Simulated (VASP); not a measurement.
# SnO2 (I4_1/amd) in VASP: notebook

Runs on SnO2. Level: r2SCAN. Tasks: single point.

Program: VASP 6.6.1. These are calculated values, not measurements. Logs are shortened: lines on timing, memory, paths and dates and some standing lists are left out, and cuts for length are marked.

### Step 1. The cell of the first run

It takes space group I4_1/amd (No. 141, tetragonal). Conventional cell: a = 3.999 Å, b = 3.999 Å, c = 10.102 Å, α = 90.00°, β = 90.00°, γ = 90.00°. Sn (site symmetry -4m2) has 6 O at 2.05 to 2.06 Å within 2.7 Å. O (site symmetry 2mm) has 3 Sn at 2.05 to 2.06 Å and 2 O at 2.55 Å within 2.7 Å.

### Step 2. Single point, r2SCAN (strain -0.0100 x Voigt [0, 0, 1, 0, 0, 0])

POSCAR reads:

```
SnO2
1.0
   -1.9995434671      1.9995434671      5.0510643029
    1.9995434671     -1.9995434671      5.0510643029
    1.9995434671      1.9995434671     -5.0510643029
Sn O
2 4
Direct
    0.7500000000      0.2500000000      0.5000000000
    0.0000000000      0.0000000000      0.0000000000
    0.7963663280      0.7963663280      0.0000000000
    0.9536336720      0.4536336720      0.5000000000
    0.2036336720      0.2036336720      0.0000000000
    0.5463663280      0.0463663280      0.5000000000
```

INCAR.step1 reads:

```
PREC     = Accurate       # precision mode
ENCUT    = 520            # plane-wave cutoff, eV
ISMEAR   = 0              # smearing method
SIGMA    = 0.05           # smearing width, eV
LREAL    = False          # projectors in reciprocal space
LASPH    = True           # aspherical terms in the spheres
NELM     = 100            # most SCF steps
NBANDS   = 35             # bands
GGA      = PE             # functional
ALGO     = Normal         # electronic algorithm
EDIFF    = 1E-4           # SCF threshold, eV
LWAVE    = True           # write WAVECAR
LCHARG   = False          # write CHGCAR
```

INCAR.step2 reads:

```
PREC     = Accurate       # precision mode
ENCUT    = 520            # plane-wave cutoff, eV
EDIFF    = 1E-6           # SCF threshold, eV
ISMEAR   = 0              # smearing method
SIGMA    = 0.05           # smearing width, eV
LREAL    = False          # projectors in reciprocal space
LASPH    = True           # aspherical terms in the spheres
NELM     = 100            # most SCF steps
ALGO     = Normal         # electronic algorithm
ISIF     = 2              # what is computed and relaxed
LWAVE    = False          # write WAVECAR
LCHARG   = True           # write CHGCAR
METAGGA  = R2SCAN         # meta-GGA
LMIXTAU  = True         
LELF     = True           # ELF
LVHAR    = True         
NBANDS   = 35             # bands
ISTART   = 1
```

KPOINTS reads:

```
Automatic mesh
0
Gamma
  10 10 10
```

Potentials or basis: VASP PAW PBE potentials, release 64 (Sn_d, O).

On the command line:

```
> cat potpaw_PBE.64/Sn_d/POTCAR potpaw_PBE.64/O/POTCAR > POTCAR
> cp INCAR.step1 INCAR
> mpirun -np 1 vasp_std > vasp.out
> cp INCAR.step2 INCAR
> mpirun -np 1 vasp_std > vasp.out
```

OUTCAR:

```text
PREC = Accurate
   ENCUT = 520
   EDIFF = 1E-6
   ISMEAR = 0
   LREAL = False
   LASPH = True
   NELM = 100
   ISIF = 2
   METAGGA = R2SCAN
   ISTART = 1

 ion  position               nearest neighbor table
   1  0.750  0.250  0.500-   3 2.05   5 2.05   3 2.05   5 2.05   4 2.06   6 2.06   2 3.22   2 3.22
                             2 3.22   2 3.22
   2  0.000  0.000  0.000-   6 2.05   4 2.05   6 2.05   4 2.05   3 2.06   5 2.06   1 3.22   1 3.22
                             1 3.22   1 3.22
   3  0.796  0.796  0.000-   1 2.05   1 2.05   2 2.06
   4  0.954  0.454  0.500-   2 2.05   2 2.05   1 2.06
   5  0.204  0.204  0.000-   1 2.05   1 2.05   2 2.06
   6  0.546  0.046  0.500-   2 2.05   2 2.05   1 2.06

  LATTYP: Found a body centered tetragonal cell.
 ALAT       =     3.9990869342
 C/A-ratio  =     2.5261087773

  Lattice vectors:

 A1 = (  -1.9995434671,   1.9995434671,   5.0510643029)
 A2 = (   1.9995434671,  -1.9995434671,   5.0510643029)
 A3 = (   1.9995434671,   1.9995434671,  -5.0510643029)

Analysis of symmetry for initial positions (statically):
=====================================================================
 Subroutine PRICEL returns:
 Original cell was already a primitive cell.

 Routine SETGRP: Setting up the symmetry group for a
 body centered tetragonal supercell.

 Subroutine GETGRP returns: Found 16 space group operations
 (whereof  8 operations were pure point group operations)
 out of a pool of 16 trial point group operations.

The static configuration has the point symmetry D_2d.
 The point group associated with its full space group is D_4h.

Analysis of symmetry for dynamics (positions and initial velocities):
=====================================================================
 Subroutine PRICEL returns:
 Original cell was already a primitive cell.

 Routine SETGRP: Setting up the symmetry group for a
 body centered tetragonal supercell.

 Subroutine GETGRP returns: Found 16 space group operations
 (whereof  8 operations were pure point group operations)
 out of a pool of 16 trial point group operations.

The dynamic configuration has the point symmetry D_2d.
 The point group associated with its full space group is D_4h.

 Subroutine INISYM returns: Found 16 space group operations
 (whereof  8 operations are pure point group operations),
 and found     1 'primitive' translations

----------------------------------------------------------------------------------------

                                     Primitive cell

  volume of cell :      80.7801

  direct lattice vectors                    reciprocal lattice vectors
    -1.999543467  1.999543467  5.051064303     0.000000000  0.250057080  0.098989039
     1.999543467 -1.999543467  5.051064303     0.250057080  0.000000000  0.098989039
     1.999543467  1.999543467 -5.051064303     0.250057080  0.250057080  0.000000000

  length of vectors
     5.788747597  5.788747597  5.788747597     0.268937489  0.268937489  0.353634113

  position of ions in fractional coordinates (direct lattice)
     0.750000000  0.250000000  0.500000000
     0.000000000  0.000000000  0.000000000
     0.796366328  0.796366328  0.000000000
     0.953633672  0.453633672  0.500000000
     0.203633672  0.203633672  0.000000000
     0.546366328  0.046366328  0.500000000

  ion indices of the primitive-cell ions
   primitive index   ion index
                 1           1
                 2           2
                 3           3
                 4           4
                 5           5
                 6           6

----------------------------------------------------------------------------------------

 KPOINTS: Automatic mesh

Automatic generation of k-mesh.
 Grid dimensions read from file:
 generate k-points for:   10   10   10

 Generating k-lattice:

  Cartesian coordinates                     Fractional coordinates (reciprocal lattice)
     0.000000000  0.025005708  0.009898904     0.100000000  0.000000000 -0.000000000
     0.025005708  0.000000000  0.009898904     0.000000000  0.100000000 -0.000000000
     0.025005708  0.025005708  0.000000000     0.000000000  0.000000000  0.100000000

  Length of vectors
     0.026893749  0.026893749  0.035363411

  Shift w.r.t. Gamma in fractional coordinates (k-lattice)
     0.000000000  0.000000000  0.000000000

 Subroutine IBZKPT returns following result:
 ===========================================

 Found    102 irreducible k-points:

 Following reciprocal coordinates:
            Coordinates               Weight
  0.000000  0.000000  0.000000      1.000000
  0.100000  0.000000 -0.000000      8.000000
  0.200000  0.000000 -0.000000      8.000000
  0.300000 -0.000000  0.000000      8.000000
  0.400000  0.000000  0.000000      8.000000
  0.500000 -0.000000  0.000000      4.000000
[... 16 lines left out ...]
  0.300000  0.300000  0.000000      8.000000
  0.400000  0.300000  0.000000     16.000000
 [... further k-points ...]
   k-points           NKPTS =    102   k-points in BZ     NKDIM =    102   number of bands    NBANDS=     35
   number of dos      NEDOS =    301   number of ions     NIONS =      6
   total plane-waves  NPLWV = 110592
   dimension x,y,z NGX =    48 NGY =   48 NGZ =   48
   dimension x,y,z NGXF=    96 NGYF=   96 NGZF=   96
   ions per type =               2   4
   NGX,Y,Z   is equivalent  to a cutoff of  13.79, 13.79, 13.79 a.u.
   NGXF,Y,Z  is equivalent  to a cutoff of  27.57, 27.57, 27.57 a.u.
 SYSTEM =  unknown system
   PREC   = accura    normal or accurate (medium, high low for compatibility)
   ISTART =      1    job   : 0-new  1-cont  2-samecut
   ICHARG =      0    charge: 1-file 2-atom 10-const
   ISPIN  =      1    spin polarized calculation?
   LNONCOLLINEAR =      F non collinear calculations
   LSORBIT =      F    spin-orbit coupling
   LASPH  =      T    aspherical Exc in radial PAW
   ENCUT  =  520.0 eV  38.22 Ry    6.18 a.u.  10.76 10.76 10.76*2*pi/ulx,y,z
   NELM   =    100;   NELMIN=  2; NELMDL=  0     # of ELM steps
   EDIFF  = 0.1E-05   stopping-criterion for ELM
   LREAL  =      F    real-space projection
   EDIFFG = 0.1E-04   stopping-criterion for IOM
   NSW    =      0    number of steps for IOM
   IBRION =     -1    ionic relax: 0-MD 1-quasi-New 2-CG
   NFREE  =      0    steps in history (QN), initial steepest desc. (CG)
   ISIF   =      2    stress and relaxation
   ISYM   =      2    0-nonsym 1-usesym 2-fastsym
   POTIM  = 0.5000    time-step for ionic-motion
   TEBEG  =    0.0;   TEEND  =   0.0 temperature during run
   PSTRESS=    0.0 pullay stress
   NELECT =      52.0000    total number of electrons
   NUPDOWN=      -1.0000    fix difference up-down
   EMIN   =  10.00;   EMAX   =-10.00  energy-range for DOS
   EFERMI =   0.00;   METHOD = LEGACY
   ISMEAR =     0;   SIGMA  =   0.05  broadening in eV -4-tet -1-fermi 0-gaus
   EFERMI_NEDOS =   21; number of points for ismear=-14 and -15
   IALGO  =     38    algorithm
   IMIX   =      4    mixing-type and parameters
     AMIX     =   0.40;   BMIX     =  1.00
     AMIX_MAG =   1.60;   BMIX_MAG =  1.00
  volume/ion in A,a.u.               =      13.46        90.86
  Fermi-wavevector in a.u.,A,eV,Ry     =   1.413539  2.671201 27.185693  1.998092
  Thomas-Fermi vector in A             =   2.535174
   LORBIT       =      0    0 simple, 1 ext, 2 COOP (PROOUT), +10 PAW based schemes
   METAGGA = R2SCAN    functional components
   LHFCALC =     F    Hartree Fock is set to
   AEXX    =    0.0000 exact exchange contribution
   IVDW    =     0    specifies the selected vdW correction
   LEPSILON=     F    determine dielectric tensor
   LRPA    =     F    only Hartree local field effects (RPA)
 non-spin polarized calculation
 Gauss-broadening in eV      SIGMA  =   0.05
  energy-cutoff  :      520.00
  volume of cell :       80.78
 maximum number of plane-waves:      2211
 NGX is ok and might be reduce to    48
   NGX = 21   NGY = 21   NGZ = 21

 number of electron      52.0000000 magnetization

 Free energy of the ion-electron system (eV)
  ---------------------------------------------------
  ext. energy  EPLUGINS =         0.00000000
  ---------------------------------------------------
  free energy    TOTEN  =       -84.08770872 eV

  energy without entropy =      -84.08770872  energy(sigma->0) =      -84.08770872

 E-fermi :   4.0060     XC(G=0): -11.1253

 val. band max:        3.7539019447   @ k =   0.3000   0.3000   0.2000
 cond. band min:       6.2593272326   @ k =   0.0000   0.0000   0.0000
 fundamental gap:      2.5054252879
 Fermi energy:         4.0059537049

 k-point     1 :       0.0000    0.0000    0.0000
  band No.  band energies     occupation
      1     -17.3240      2.00000
      2     -17.2508      2.00000
      3     -17.0777      2.00000
      4     -16.4362      2.00000
      5     -16.2057      2.00000
      6     -16.2057      2.00000
[... 27 lines left out ...]
     34      16.9248      0.00000
     35      17.2690      0.00000

 k-point     2 :       0.1000    0.0000   -0.0000
  band No.  band energies     occupation
      1     -17.3362      2.00000
      2     -17.1963      2.00000
      3     -17.0652      2.00000
      4     -16.4390      2.00000
      5     -16.2082      2.00000
      6     -16.2041      2.00000
[... 27 lines left out ...]
     34      16.6043      0.00000
     35      17.0860      0.00000

 k-point     3 :       0.2000    0.0000   -0.0000
  band No.  band energies     occupation
      1     -17.3384      2.00000
      2     -17.1124      2.00000
      3     -17.0001      2.00000
      4     -16.4452      2.00000
      5     -16.2146      2.00000
      6     -16.2013      2.00000
[... 27 lines left out ...]
     34      16.3409      0.00000
     35      16.6781      0.00000
[... 723 lines left out ...]
 k-point    23 :       0.3000    0.3000    0.0000
  band No.  band energies     occupation
      1     -17.1825      2.00000
      2     -17.0218      2.00000
      3     -16.6218      2.00000
      4     -16.3190      2.00000
      5     -16.2875      2.00000
      6     -16.1566      2.00000
[... 27 lines left out ...]
     34      16.1472      0.00000
     35      17.1331      0.00000

 k-point    24 :       0.4000    0.3000    0.0000
  band No.  band energies     occupation
      1     -17.1192      2.00000
      2     -16.9699      2.00000
      3     -16.5454      2.00000
      4     -16.3307      2.00000
      5     -16.2916      2.00000
      6     -16.1363      2.00000
[... 27 lines left out ...]
     34      16.1617      0.00000
     35      17.4421      0.00000

 [... further k-points ...]

------------------------ aborting loop because EDIFF is reached ----------------------------------------

  FORCE on cell =-STRESS in cart. coord.  units (eV):
  Direction    XX          YY          ZZ          XY          YZ          ZX
  --------------------------------------------------------------------------------------
  -------------------------------------------------------------------------------------
  Total        1.1018227      1.1018227      2.7667720      0.0000000      0.0000000      0.0000000
  in kB       21.8533350     21.8533350     54.8756117      0.0000000      0.0000000      0.0000000
  external PRESSURE =      32.8607606 kB  Pullay stress =       0.0000000 kB

 VOLUME and BASIS-vectors are now :
 -----------------------------------------------------------------------------
  energy-cutoff  :      520.00
  volume of cell :       80.78
      direct lattice vectors                 reciprocal lattice vectors
    -1.999543467  1.999543467  5.051064303     0.000000000  0.250057080  0.098989039
     1.999543467 -1.999543467  5.051064303     0.250057080  0.000000000  0.098989039
     1.999543467  1.999543467 -5.051064303     0.250057080  0.250057080  0.000000000

 POSITION                                       TOTAL-FORCE (eV/Angst)
 -----------------------------------------------------------------------------------
      0.00000      1.99954      2.52553        -0.000000     -0.000000      0.000000
      0.00000      0.00000      0.00000        -0.000000     -0.000000      0.000000
      0.00000      0.00000      8.04500        -0.000000      0.000000     -0.246938
      0.00000      1.99954      4.58267         0.000000     -0.000000      0.246938
      0.00000      0.00000      2.05713        -0.000000      0.000000      0.246938
      0.00000      1.99954      0.46840         0.000000     -0.000000     -0.246938
 -----------------------------------------------------------------------------------
    total drift:                               -0.000000     -0.000000      0.000000

  FREE ENERGIE OF THE ION-ELECTRON SYSTEM (eV)
  ---------------------------------------------------
  free  energy   TOTEN  =       -84.0877087177 eV

  energy  without entropy=      -84.0877087177  energy(sigma->0) =      -84.08770872
```

It took 60 min on 1 thread of Oxide Virtual Turin-like, shared host; peak memory 0.45 GiB.

Results:

```yaml
Free_energy: -84.0877 eV
Pressure: 3.3 GPa
Largest_force: 0.247 eV/Å
Band_gap_on_the_k_mesh: 2.51 eV (least direct gap 2.93 eV)
```

Forces in eV/Å, atoms in the order of the input:
```
Sn   0.000  0.000  0.000
Sn   0.000  0.000  0.000
O    0.000  0.000 -0.247
O    0.000  0.000  0.247
O    0.000  0.000  0.247
O    0.000  0.000 -0.247
```

Stress tensor (GPa, compression positive):
```
2.19 0.00 0.00
0.00 2.19 0.00
0.00 0.00 5.49
```

Caveat: the cell differs from its parent crystal (strain -0.0100 x Voigt [0, 0, 1, 0, 0, 0]); the cell stands under pressure; the PAW data sets were made with another functional, which shifts forces and pressure a little; spin-orbit coupling is left out, which moves the levels of the heavy elements. A k mesh can miss the band edges.

### Step 3. Single point, r2SCAN (strain -0.0050 x Voigt [0, 0, 1, 0, 0, 0])

Changes to POSCAR since step 2:

```diff
@@ -2,5 +2,5 @@
 1.0
-   -1.9995434671      1.9995434671      5.0510643029
-    1.9995434671     -1.9995434671      5.0510643029
-    1.9995434671      1.9995434671     -5.0510643029
+   -1.9995434671      1.9995434671      5.0765747286
+    1.9995434671     -1.9995434671      5.0765747286
+    1.9995434671      1.9995434671     -5.0765747286
 Sn O
```

INCAR.step1 reads:

```
  PREC = Accurate
  ENCUT = 520
  ISMEAR = 0
  SIGMA = 0.05
  LREAL = False
  LASPH = True
  NELM = 80
  NBANDS = 35
  GGA = PE
  ALGO = Normal
  EDIFF = 1E-4
  LWAVE = True
  LCHARG = False
```

INCAR.step2 reads:

```
  PREC = Accurate
  ENCUT = 520
  EDIFF = 1E-6
  ISMEAR = 0
  SIGMA = 0.05
  LREAL = False
  LASPH = True
  NELM = 80
  ALGO = Normal
  ISIF = 2
  LWAVE = False
  LCHARG = False
  METAGGA = R2SCAN
  LMIXTAU = True
  NBANDS = 35
  ISTART = 1
```

KPOINTS reads:

```
regular mesh
0
Gamma
  10 10 10
```

Potentials or basis: VASP PAW PBE potentials, release 64 (Sn_d, O).

On the command line:

```
> cat potpaw_PBE.64/Sn_d/POTCAR potpaw_PBE.64/O/POTCAR > POTCAR
> cp INCAR.step1 INCAR
> mpirun -np 1 vasp_std > vasp.out
> cp INCAR.step2 INCAR
> mpirun -np 1 vasp_std > vasp.out
```

Run time: 61 min. Hardware: 1 thread of Oxide Virtual Turin-like, shared host; peak memory 0.45 GiB.

The run converged. Its results:

- Free energy: -84.0996 eV
- Pressure: 2.1 GPa
- Largest force: 0.142 eV/Å
- Band gap on the k mesh: 2.43 eV (least direct gap 2.85 eV)

Forces in eV/Å, atoms in the order of the input:
```
Sn   0.000  0.000  0.000
Sn   0.000  0.000  0.000
O    0.000  0.000 -0.142
O    0.000  0.000  0.142
O    0.000  0.000  0.142
O    0.000  0.000 -0.142
```

Stress tensor (GPa, compression positive):
```
1.52 0.00 0.00
0.00 1.52 0.00
0.00 0.00 3.33
```

Levels at points of the mesh, in eV from the valence-band top:
| k point | band 22 | band 23 | band 24 | band 25 | band 26 | band 27 | band 28 | band 29 | band 30 | band 31 |
| --- | --- | --- | --- | --- | --- | --- | --- | --- | --- | --- |
| (0.00, 0.00, 0.00) | -1.03 | -0.67 | -0.67 | -0.42 | -0.42 | 2.43 | 6.48 | 10.03 | 10.71 | 11.01 |
| (0.50, 0.00, 0.00) | -1.06 | -0.81 | -0.79 | -0.58 | -0.34 | 5.83 | 7.19 | 8.71 | 9.52 | 10.83 |
| (0.50, 0.50, 0.00) | -0.85 | -0.75 | -0.75 | -0.05 | -0.05 | 8.30 | 8.30 | 8.55 | 8.55 | 9.68 |
| (0.50, 0.50, 0.50) | -2.68 | -1.05 | -1.05 | -0.31 | -0.31 | 5.12 | 5.12 | 8.36 | 8.36 | 13.03 |

Caveat: the cell differs from its parent crystal (strain -0.0050 x Voigt [0, 0, 1, 0, 0, 0]); the PAW data sets were made with another functional, which shifts forces and pressure a little; spin-orbit coupling is left out, which moves the levels of the heavy elements. A k mesh can miss the band edges.
